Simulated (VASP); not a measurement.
# Al6N in VASP: relaxation of the atoms with PBEsol

Aim: the relaxation of the atoms of Al6N with PBEsol.

All numbers are computed with VASP 6.6.1; they aren't measurements. Logs are shortened: lines on timing, memory, paths and dates and some standing lists are left out, and cuts for length are marked.

**1. The cell of the first run**

The cell holds a slab with vacuum, 7 atoms: a = 2.839 Å, b = 4.016 Å, c = 26.099 Å, α = 90.00°, β = 90.00°, γ = 90.00°.

**2. Relaxation of the atoms, PBEsol**

INCAR

```
ALGO = Normal ; DIPOL = 0.5 0.5 0.479
EDIFF = 1E-7 ; EDIFFG = -0.03
ENCUT = 520 ; GGA = PS
IBRION = 2 ; IDIPOL = 3
ISIF = 2 ; ISMEAR = 0
LASPH = T ; LCHARG = F
LDIPOL = T ; LREAL = F
LWAVE = F ; NELM = 80
NSW = 90 ; PREC = Accurate
SIGMA = 0.1
```

KPOINTS

```
k-points
0
Gamma
  10 7 1
```

POSCAR

```
Al6N
1.0
    2.8394270062      0.0000000000      0.0000000000
    0.0000000000      4.0155561815      0.0000000000
    0.0000000000      0.0000000000     26.0985675155
Al N
6 1
Selective dynamics
Direct
    0.5000000000      0.5000000000      0.3256883733  F F F
    0.0000000000      0.0000000000      0.3800865123  F F F
    0.5000000000      0.5000000000      0.4344846513  F F F
    0.0000000000      0.0000000000      0.4863154555  T T T
    0.5000000000      0.5000000000      0.5431153486  T T T
    0.0000000000      0.0000000000      0.5914115929  T T T
    0.0000000000      0.5000000000      0.5929442441  T T T
```

Potentials or basis: VASP PAW PBE potentials, release 64 (Al, N).

Run with:

```sh
> cat potpaw_PBE.64/Al/POTCAR potpaw_PBE.64/N/POTCAR > POTCAR
> mpirun -np 1 vasp_std > vasp.out
```

OUTCAR:

```text
EDIFF = 1E-7
   EDIFFG = -0.03
   ENCUT = 520
   GGA = PS
   IBRION = 2
   ISIF = 2
   ISMEAR = 0
   LASPH = T
   LREAL = F
   NELM = 80
   NSW = 90
   PREC = Accurate

 ion  position               nearest neighbor table
   1  0.500  0.500  0.326-   2 2.84   2 2.84   2 2.84   2 2.84   3 2.84
   2  0.000  0.000  0.380-   4 2.77   3 2.84   1 2.84   1 2.84   3 2.84   1 2.84   3 2.84   1 2.84
                             3 2.84
   3  0.500  0.500  0.434-   4 2.81   4 2.81   4 2.81   4 2.81   5 2.84   2 2.84   2 2.84   2 2.84
                             2 2.84   1 2.84
   4  0.000  0.000  0.486-   6 2.74   2 2.77   3 2.81   3 2.81   3 2.81   3 2.81   5 2.87   5 2.87
                             5 2.87   5 2.87
   5  0.500  0.500  0.543-   7 1.93   7 1.93   6 2.76   6 2.76   6 2.76   6 2.76   3 2.84   4 2.87
                             4 2.87   4 2.87   4 2.87
   6  0.000  0.000  0.591-   7 2.01   7 2.01   4 2.74   5 2.76   5 2.76   5 2.76   5 2.76
   7  0.000  0.500  0.593-   5 1.93   5 1.93   6 2.01   6 2.01

  LATTYP: Found a simple orthorhombic cell.
 ALAT       =     2.8394270062
 B/A-ratio  =     1.4142135624
 C/A-ratio  =     9.1914909094

  Lattice vectors:

 A1 = (   2.8394270062,   0.0000000000,   0.0000000000)
 A2 = (   0.0000000000,   4.0155561815,   0.0000000000)
 A3 = (   0.0000000000,   0.0000000000,  26.0985675155)

Analysis of symmetry for initial positions (statically):
=====================================================================
 Subroutine PRICEL returns:
 Original cell was already a primitive cell.

 Routine SETGRP: Setting up the symmetry group for a
 simple orthorhombic supercell.

 Subroutine GETGRP returns: Found  4 space group operations
 (whereof  4 operations were pure point group operations)
 out of a pool of  8 trial point group operations.

The static configuration has the point symmetry C_2v.

Analysis of symmetry for dynamics (positions and initial velocities):
=====================================================================
 Subroutine PRICEL returns:
 Original cell was already a primitive cell.

 Routine SETGRP: Setting up the symmetry group for a
 simple orthorhombic supercell.

 Subroutine GETGRP returns: Found  4 space group operations
 (whereof  4 operations were pure point group operations)
 out of a pool of  8 trial point group operations.

The dynamic configuration has the point symmetry C_2v.

[... 163 lines left out ...]
 number of electron      23.0000000 magnetization

 Free energy of the ion-electron system (eV)
  ---------------------------------------------------
  ext. energy  EPLUGINS =         0.00000000
  ---------------------------------------------------
  free energy    TOTEN  =       -32.28593161 eV

  energy without entropy =      -32.26213774  energy(sigma->0) =      -32.27403467

------------------------ aborting loop because EDIFF is reached ----------------------------------------

  FORCE on cell =-STRESS in cart. coord.  units (eV):
  Direction    XX          YY          ZZ          XY          YZ          ZX
  --------------------------------------------------------------------------------------
  -------------------------------------------------------------------------------------
  Total        2.2352460     -2.7837606     -0.7082024      0.0000000      0.0000000      0.0000000
  in kB       12.0349092    -14.9881966     -3.8130711      0.0000000      0.0000000      0.0000000
  external PRESSURE =      -2.2554528 kB  Pullay stress =       0.0000000 kB
[... 104 lines left out ...]
  FREE ENERGIE OF THE ION-ELECTRON SYSTEM (eV)
  ---------------------------------------------------
  free  energy   TOTEN  =       -32.3691593770 eV

  energy  without entropy=      -32.3487467493  energy(sigma->0) =      -32.35895306

 dipolmoment           0.000000      0.000000     -0.002023 electrons x Angstroem

 vacuum level on the upper side and lower side of the slab       (xc-potential included)        -0.001        -0.253

[... ionic steps 4 to 18 ...]

--------------------------------------- Ionic step       19  -------------------------------------------

 number of electron      22.9999999 magnetization

------------------------ aborting loop because EDIFF is reached ----------------------------------------
[... 77 lines left out ...]
--------------------------------------- Ionic step       21  -------------------------------------------

 number of electron      23.0000000 magnetization

 dipolmoment           0.000000      0.000000      0.013172 electrons x Angstroem

 Free energy of the ion-electron system (eV)
  ---------------------------------------------------
  ext. energy  EPLUGINS =         0.00000000
  ---------------------------------------------------
  free energy    TOTEN  =       -32.47687482 eV

  energy without entropy =      -32.46383344  energy(sigma->0) =      -32.47035413

 E-fermi :   0.1371     XC(G=0):  -4.3501

 val. band max:        0.1067812275   @ k =   0.1000   0.4286   0.0000
 cond. band min:       0.1764622988   @ k =   0.5000   0.1429   0.0000
 fundamental gap:      0.0696810713
 Fermi energy:         0.1371349317

 k-point     1 :       0.0000    0.0000    0.0000
  band No.  band energies     occupation
      1     -15.6676      2.00000
      2     -10.6779      2.00000
      3      -8.6851      2.00000
      4      -6.1892      2.00000
      5      -5.3064      2.00000
      6      -4.6280      2.00000
      7      -3.3181      2.00000
      8      -2.4177      2.00000
      9      -1.7943      2.00000
     10      -1.0493      2.00000
     11      -0.8460      2.00000
     12      -0.4639      2.00000
     13       0.3729      0.00086
     14       1.9229      0.00000
[... 403 lines left out ...]
      4      -4.6457      2.00000
      5      -4.6015      2.00000
      6      -3.7205      2.00000
      7      -3.4485      2.00000
      8      -3.2056      2.00000
      9      -2.9192      2.00000
     10      -2.0780      2.00000
     11      -1.9863      2.00000
     12      -1.0301      2.00000
     13      -0.8085      2.00000
     14       0.5745      0.00000
     15       0.7101      0.00000

------------------------ aborting loop because EDIFF is reached ----------------------------------------

 vacuum level on the upper side and lower side of the slab       (xc-potential included)         0.005        -0.187

  FORCE on cell =-STRESS in cart. coord.  units (eV):
  Direction    XX          YY          ZZ          XY          YZ          ZX
  --------------------------------------------------------------------------------------
  -------------------------------------------------------------------------------------
  Total        2.5845562     -3.0728503      0.0028964      0.0000000      0.0000000      0.0000000
  in kB       13.9156495    -16.5446999      0.0155945      0.0000000      0.0000000      0.0000000
  external PRESSURE =      -0.8711519 kB  Pullay stress =       0.0000000 kB
[... 22 lines left out ...]
  FREE ENERGIE OF THE ION-ELECTRON SYSTEM (eV)
  ---------------------------------------------------
  free  energy   TOTEN  =       -32.4768748246 eV

  energy  without entropy=      -32.4638334407  energy(sigma->0) =      -32.47035413

 reached required accuracy - stopping structural energy minimisation

 vacuum level on the upper side and lower side of the slab         4.269         4.072
```

OSZICAR:

```text
N       E                     dE             d eps       ncg     rms          rms(c)
DAV:   1     0.125904521410E+03    0.12590E+03   -0.76821E+03   720   0.109E+03
DAV:   2    -0.160481521550E+02   -0.14195E+03   -0.13710E+03  1059   0.197E+02
DAV:   3    -0.356002126581E+02   -0.19552E+02   -0.19335E+02  1122   0.751E+01
[... 307 lines left out ...]
DAV:   3    -0.324768868156E+02    0.15078E-05   -0.20631E-04   930   0.659E-02    0.151E-02
DAV:   4    -0.324768844536E+02    0.23620E-05   -0.32910E-04   846   0.688E-02    0.128E-02
DAV:   5    -0.324768741297E+02    0.10324E-04   -0.76393E-05   930   0.420E-02    0.358E-03
DAV:   6    -0.324768748269E+02   -0.69721E-06   -0.75312E-06   923   0.172E-02    0.251E-03
DAV:   7    -0.324768748246E+02    0.23399E-08   -0.49984E-07  1029   0.495E-03
  21 F= -.32476875E+02 E0= -.32470354E+02  d E =-.187034E-03
```

CONTCAR:

```text
Al6N
   1.00000000000000
     2.8394270062000002    0.0000000000000000    0.0000000000000000
     0.0000000000000000    4.0155561815000000    0.0000000000000000
     0.0000000000000000    0.0000000000000000   26.0985675155000010
  Al              N
     6     1
Selective dynamics
Direct
     0.5000000000000000    0.5000000000000000    0.3256883732999967   F   F   F
     0.0000000000000000    0.0000000000000000    0.3800865122999966   F   F   F
     0.5000000000000000    0.5000000000000000    0.4344846512999965   F   F   F
     0.0000000000000000    0.0000000000000000    0.4857324866296128   T   T   T
     0.5000000000000000    0.5000000000000000    0.5433038941083244   T   T   T
     0.0000000000000000    0.0000000000000000    0.6042823979655794   T   T   T
     0.0000000000000000    0.5000000000000000    0.5873077759442438   T   T   T

  0.00000000E+00  0.00000000E+00  0.00000000E+00
  0.00000000E+00  0.00000000E+00  0.00000000E+00
  0.00000000E+00  0.00000000E+00  0.00000000E+00
  0.00000000E+00  0.00000000E+00  0.00000000E+00
  0.00000000E+00  0.00000000E+00  0.00000000E+00
  0.00000000E+00  0.00000000E+00  0.00000000E+00
  0.00000000E+00  0.00000000E+00  0.00000000E+00
```

It took 42 min on 1 thread of Intel Xeon Platinum 8488C (Sapphire Rapids), shared host; peak memory 0.45 GiB.

What came out:

```yaml
Free_energy: -32.4769 eV
Energy_gained_by_relaxing: 27.3 meV/atom
Ionic_steps: 21
Band_gap_on_the_k_mesh: zero (an odd number of electrons rules out a gap without spin polarisation)
```

Step by step:
```csv
step,energy change (eV),largest force on free atoms (eV/Å),pressure (GPa)
1,0.0000,1.1848,-0.23
2,-0.0771,0.5190,0.21
3,-0.0832,0.5321,0.39
4,-0.1074,0.4577,0.32
5,-0.1588,0.3200,0.12
6,-0.1508,0.6958,-0.19
7,-0.1750,0.4237,-0.02
8,-0.1826,0.2661,0.20
9,-0.1847,0.1945,0.13
10,-0.1868,0.1226,0.10
11,-0.1881,0.0788,0.07
12,-0.1885,0.0792,0.08
13,-0.1886,0.1177,0.10
14,-0.1888,0.1066,0.09
15,-0.1894,0.0736,0.06
16,-0.1899,0.0498,0.01
17,-0.1899,0.0538,0.00
18,-0.1900,0.0518,0.00
19,-0.1904,0.0461,-0.02
20,-0.1908,0.0569,-0.06
21,-0.1909,0.0298,-0.09
```

Final structure:
```xyz
7
Lattice="2.8394 0.0000 0.0000 0.0000 4.0156 0.0000 0.0000 0.0000 26.0986" Properties=species:S:1:pos:R:3 pbc="T T T"
Al    1.4197    2.0078    8.5000
Al    0.0000    0.0000    9.9197
Al    1.4197    2.0078   11.3394
Al    0.0000    0.0000   12.6769
Al    1.4197    2.0078   14.1795
Al    0.0000    0.0000   15.7709
N     0.0000    2.0078   15.3279
```

Levels at points of the mesh, in eV from the Fermi level:
| k point | band 9 | band 10 | band 11 | band 12 | band 13 | band 14 |
| --- | --- | --- | --- | --- | --- | --- |
| (0.00, 0.00, 0.00) | -1.93 | -1.19 | -0.98 | -0.60 | 0.24 | 1.79 |
| (0.50, 0.00, 0.00) | -1.23 | -1.11 | 0.68 | 1.18 | 1.48 | 1.60 |

Caveat: the PAW data sets were made with another functional, which shifts forces and pressure a little.

The gap in the log of VASP goes by the Fermi energy; the results here count the filled bands.